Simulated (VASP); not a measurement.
# HW8C8 in VASP: single point with PBE

Aim: the single point of HW8C8 with PBE.

Program: VASP 6.6.1. These are calculated values, not measurements. Logs are shortened: lines on timing, memory, paths and dates and some standing lists are left out, and cuts for length are marked.

### Step 1. The cell of the first run

The cell holds a slab with vacuum, 17 atoms: a = 5.764 Å, b = 5.764 Å, c = 16.236 Å, α = 90.00°, β = 90.00°, γ = 120.00°.

### Step 2. Single point, PBE

INCAR

```
SYSTEM = HW8C8
PREC = Accurate
ENCUT = 1000
EDIFF = 1E-6
ISMEAR = -1
SIGMA = 0.15
LREAL = Auto
LASPH = .True.
NELM = 120
ALGO = Normal
ISIF = 2
LWAVE = .False.
LCHARG = .True.
GGA = PE
LELF = .True.
LVHAR = .True.
NBANDS = 86
GGA_COMPAT = .False.
NELMDL = -8
```

KPOINTS

```
Automatic mesh
0
Gamma
  2 2 1
  0 0 0
```

POSCAR

```
HW8C8
1.0
    5.7641400000      0.0000000000      0.0000000000
   -2.8820700000      4.9918920000      0.0000000000
    0.0000000000      0.0000000000     16.2358050000
W C H
8 8 1
Direct
    0.0000000000      0.0000000000      0.0615923000
    0.0003498850      0.0009212533      0.2389580369
    0.0000000000      0.5000000000      0.0615923000
    0.0003039694      0.5001721839      0.2390195609
    0.5000000000      0.0000000000      0.0615923000
    0.5000757827      0.0003559790      0.2393765353
    0.5000000000      0.5000000000      0.0615923000
    0.4996305111      0.5001648170      0.2390012707
    0.3335805085      0.1666105267      0.1421849162
    0.3317850325      0.1687237140      0.3085974002
    0.3335730387      0.6672138091      0.1421963630
    0.3317381212      0.6637358490      0.3086257107
    0.8329472414      0.1666216954      0.1421745923
    0.8367295727      0.1687666163      0.3085982391
    0.8333418639      0.6668193856      0.1438307206
    0.8334853028      0.6673270220      0.3153799263
    0.8340367140      0.6690745682      0.3826137069
```

Potentials or basis: VASP PAW PBE potentials, release 64 (W_sv, C_h, H_h).

Command:

```
cat potpaw_PBE.64/W_sv/POTCAR potpaw_PBE.64/C_h/POTCAR potpaw_PBE.64/H_h/POTCAR > POTCAR
mpirun -np 1 vasp_std > vasp.out
```

OUTCAR:

```text
SYSTEM = HW8C8
   PREC = Accurate
   ENCUT = 1000
   EDIFF = 1E-6
   ISMEAR = -1
   LREAL = Auto
   LASPH = .True.
   NELM = 120
   ISIF = 2
   GGA = PE
   NELMDL = -8

 ion  position               nearest neighbor table
   1  0.000  0.000  0.062-   9 2.12  13 2.12  15 2.13   2 2.88   5 2.88   5 2.88   3 2.88   3 2.88
                             7 2.88   7 2.88
   2  0.000  0.001  0.239-  10 2.00  14 2.00  16 2.08  15 2.27  13 2.29   9 2.29   8 2.88   4 2.88
                             1 2.88   6 2.88   6 2.88   4 2.89   8 2.89
   3  0.000  0.500  0.062-  13 2.12  11 2.12  15 2.13   4 2.88   7 2.88   7 2.88   5 2.88   1 2.88
                             1 2.88   5 2.88
   4  0.000  0.500  0.239-  14 2.00  12 2.00  16 2.08  15 2.27  11 2.29  13 2.29   2 2.88   8 2.88
                             3 2.88   6 2.88   6 2.88   8 2.89   2 2.89
   5  0.500  0.000  0.062-  11 2.11  13 2.12   9 2.12   1 2.88   1 2.88   3 2.88   7 2.88   7 2.88
                             3 2.88   6 2.89
   6  0.500  0.000  0.239-  14 2.02  10 2.02  12 2.02   9 2.29  13 2.29  11 2.29   8 2.88   4 2.88
                             2 2.88   2 2.88   4 2.88   8 2.88   5 2.89
   7  0.500  0.500  0.062-   9 2.12  11 2.12  15 2.13   8 2.88   3 2.88   3 2.88   5 2.88   5 2.88
                             1 2.88   1 2.88
   8  0.500  0.500  0.239-  10 2.00  12 2.00  16 2.08  15 2.27  11 2.29   9 2.29   2 2.88   4 2.88
                             7 2.88   6 2.88   6 2.88   4 2.89   2 2.89
   9  0.334  0.167  0.142-   5 2.12   7 2.12   1 2.12   2 2.29   8 2.29   6 2.29
  10  0.332  0.169  0.309-   8 2.00   2 2.00   6 2.02
  11  0.334  0.667  0.142-   5 2.11   3 2.12   7 2.12   8 2.29   4 2.29   6 2.29
  12  0.332  0.664  0.309-   4 2.00   8 2.00   6 2.02
  13  0.833  0.167  0.142-   5 2.12   3 2.12   1 2.12   2 2.29   4 2.29   6 2.29
  14  0.837  0.169  0.309-   4 2.00   2 2.00   6 2.02
  15  0.833  0.667  0.144-   1 2.13   7 2.13   3 2.13   4 2.27   8 2.27   2 2.27
  16  0.833  0.667  0.315-  17 1.09   2 2.08   8 2.08   4 2.08
  17  0.834  0.669  0.383-  16 1.09

  LATTYP: Found a hexagonal cell.
 ALAT       =     5.7641400000
 C/A-ratio  =     2.8166916487

  Lattice vectors:

 A1 = (   5.7641400000,   0.0000000000,   0.0000000000)
 A2 = (  -2.8820700000,   4.9918920000,   0.0000000000)
 A3 = (   0.0000000000,   0.0000000000,  16.2358050000)

Analysis of symmetry for initial positions (statically):
=====================================================================
 Subroutine PRICEL returns:
 Original cell was already a primitive cell.

 Routine SETGRP: Setting up the symmetry group for a
 hexagonal supercell.

 Subroutine GETGRP returns: Found  1 space group operations
 (whereof  1 operations were pure point group operations)
[... 134 lines left out ...]
   TEBEG  =    0.0;   TEEND  =   0.0 temperature during run
   PSTRESS=    0.0 pullay stress
   NELECT =     145.0000    total number of electrons
   NUPDOWN=      -1.0000    fix difference up-down
   EMIN   =  10.00;   EMAX   =-10.00  energy-range for DOS
   EFERMI =   0.00;   METHOD = LEGACY
   ISMEAR =    -1;   SIGMA  =   0.15  broadening in eV -4-tet -1-fermi 0-gaus
   EFERMI_NEDOS =   21; number of points for ismear=-14 and -15
   IALGO  =     38    algorithm
   IMIX   =      4    mixing-type and parameters
     AMIX     =   0.40;   BMIX     =  1.00
     AMIX_MAG =   1.60;   BMIX_MAG =  1.00
  volume/ion in A,a.u.               =      27.48       185.45
  Fermi-wavevector in a.u.,A,eV,Ry     =   1.108425  2.094620 16.716200  1.228606
  Thomas-Fermi vector in A             =   2.244952
   LORBIT       =      0    0 simple, 1 ext, 2 COOP (PROOUT), +10 PAW based schemes
   GGA     = PE    functional components
   LHFCALC =     F    Hartree Fock is set to
   AEXX    =    0.0000 exact exchange contribution
   IVDW    =     0    specifies the selected vdW correction
   LEPSILON=     F    determine dielectric tensor
   LRPA    =     F    only Hartree local field effects (RPA)
 non-spin polarized calculation
  energy-cutoff  :     1000.00
  volume of cell :      467.17
 maximum number of plane-waves:     33568
 NGX is ok and might be reduce to    60
   NGX = 29   NGY = 29   NGZ = 83

 number of electron     145.0000004 magnetization

 Free energy of the ion-electron system (eV)
  ---------------------------------------------------
  ext. energy  EPLUGINS =         0.00000000
  ---------------------------------------------------
  free energy    TOTEN  =      -167.89691193 eV

  energy without entropy =     -167.44910852  energy(sigma->0) =     -167.67301022

 E-fermi :   0.8204     XC(G=0):  -6.1792

 val. band max:        0.7684216000   @ k =   0.0000   0.5000   0.0000
 cond. band min:       1.0257280673   @ k =   0.0000   0.0000   0.0000
 fundamental gap:      0.2573064673
 Fermi energy:         0.8204469492

 k-point     1 :       0.0000    0.0000    0.0000
  band No.  band energies     occupation
      1     -73.2198      2.00000
      2     -73.1589      2.00000
      3     -73.1587      2.00000
      4     -73.1516      2.00000
      5     -72.9332      2.00000
      6     -72.8410      2.00000
[... 337 lines left out ...]
     83       2.7932      0.00000
     84       2.7981      0.00000
 [bands above 84 left out]

------------------------ aborting loop because EDIFF is reached ----------------------------------------

  FORCE on cell =-STRESS in cart. coord.  units (eV):
  Direction    XX          YY          ZZ          XY          YZ          ZX
  --------------------------------------------------------------------------------------
  -------------------------------------------------------------------------------------
  Total       10.6065645     10.6707277      0.8090592      0.0107377     -0.1155749      0.0362143
  in kB       36.3757362     36.5957870      2.7747083      0.0368253     -0.3963697      0.1241986
  external PRESSURE =      25.2487438 kB  Pullay stress =       0.0000000 kB

 VOLUME and BASIS-vectors are now :
 -----------------------------------------------------------------------------
  energy-cutoff  :     1000.00
  volume of cell :      467.17
      direct lattice vectors                 reciprocal lattice vectors
     5.764140000  0.000000000  0.000000000     0.173486418  0.100162423  0.000000000
    -2.882070000  4.991892000  0.000000000     0.000000000  0.200324847  0.000000000
     0.000000000  0.000000000 16.235805000     0.000000000  0.000000000  0.061592265

 POSITION                                       TOTAL-FORCE (eV/Angst)
 -----------------------------------------------------------------------------------
      0.00000      0.00000      1.00000        -0.002214     -0.110848     -0.034088
     -0.00064      0.00460      3.87968         0.000626     -0.017388     -0.015388
     -1.44104      2.49595      1.00000        -0.104117      0.067446     -0.026775
     -1.43978      2.49681      3.88067        -0.012848      0.005208     -0.023934
      2.88207      0.00000      1.00000        -0.002439      0.004917     -0.148381
      2.88148      0.00178      3.88647        -0.000284      0.001316     -0.006130
[... 9 lines left out ...]
      2.88104      3.33122      5.12045         0.000893      0.001304      0.102293
      2.87918      3.33995      6.21204         0.003254     -0.015393     -0.022522
 -----------------------------------------------------------------------------------
    total drift:                               -0.002404      0.002638     -0.053621

  FREE ENERGIE OF THE ION-ELECTRON SYSTEM (eV)
  ---------------------------------------------------
  free  energy   TOTEN  =      -167.8969119269 eV

  energy  without entropy=     -167.4491085163  energy(sigma->0) =     -167.67301022
```

stdout:

```text
POSCAR found type information on POSCAR W C H
 POSCAR found :  3 types and      17 ions
 scaLAPACK will be used
 LDA part: xc-table for (Slater+PW92), standard interpolation
 POSCAR, INCAR and KPOINTS ok, starting setup
 FFT: planning ... GRIDC
 FFT: planning ... GRID_SOFT
 FFT: planning ... GRID
 WAVECAR not read
 entering main loop
```

It took 19 min on 1 thread of Intel Xeon Platinum 8488C (Sapphire Rapids), shared host; peak memory 1.3 GiB.

What came out:

- Free energy: -167.8969 eV
- Largest force: 0.148 eV/Å
- Band gap on the k mesh: zero (an odd number of electrons rules out a gap without spin polarisation)

Forces on the atoms (eV/Å):
```
W   -0.002 -0.111 -0.034
W    0.001 -0.017 -0.015
W   -0.104  0.067 -0.027
W   -0.013  0.005 -0.024
W   -0.002  0.005 -0.148
W    0.000  0.001 -0.006
W    0.099  0.066 -0.029
W    0.012  0.004 -0.020
C    0.004 -0.003  0.005
C   -0.003  0.000  0.071
C   -0.001  0.002  0.005
C    0.002 -0.001  0.071
C   -0.003 -0.003  0.008
C    0.004 -0.003  0.072
C    0.002  0.001 -0.010
C    0.001  0.001  0.102
H    0.003 -0.015 -0.023
```

Caveat: the k points lie up to 0.63 Å⁻¹ apart, too coarse for converged energies and pressures of a metal; there is no dipole correction, which matters where the two faces differ; spin-orbit coupling is left out, which moves the levels of the heavy elements; an odd number of electrons without spin polarisation forces a metal; a magnetic or distorted state may lie lower.

The gap in the log of VASP goes by the Fermi energy; the results here count the filled bands.